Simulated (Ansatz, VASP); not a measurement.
**One calculation of Zn2BF, two programs**

```
CELL_PARAMETERS angstrom
2.76963 0.00000 0.00000
-1.38482 2.39857 0.00000
0.00000 0.00000 7.83522
ATOMIC_POSITIONS crystal
Zn 0.66667 0.33333 0.72732
Zn 0.66667 0.33333 0.27268
B 0.66667 0.33333 0.00000
F 0.00000 0.00000 0.50000
```

Alike in both runs: functional PBE; k mesh 5 × 5 × 3; occupations gaussian, width 0.15 eV; no spin polarisation.

Ansatz relaxed the structure, and its values are those at the end. VASP's run is a single point on that final structure, the one shown.

```csv
,VASP,Ansatz
version,VASP 6.6.1,Ansatz 0.2.0
potentials or method,"VASP PAW PBE potentials, release 64 (Zn, B, F), cutoff 600 eV","scalar-relativistic, plane waves, PAW"
valence electrons in the cell,34,34
```

```tsv
	VASP	Ansatz	Ansatz less VASP
gap on the k mesh at the Fermi level (eV)	0.27	0.27	-0.001
least direct gap on the mesh (eV)	0.87	0.86	-0.011
pressure (GPa)	0.3	0.2	-0.09
rms of the force components (eV/Å)	0.007	0.002	-0.0052
```

The k mesh is coarse, so the values compare programs but aren't converged.
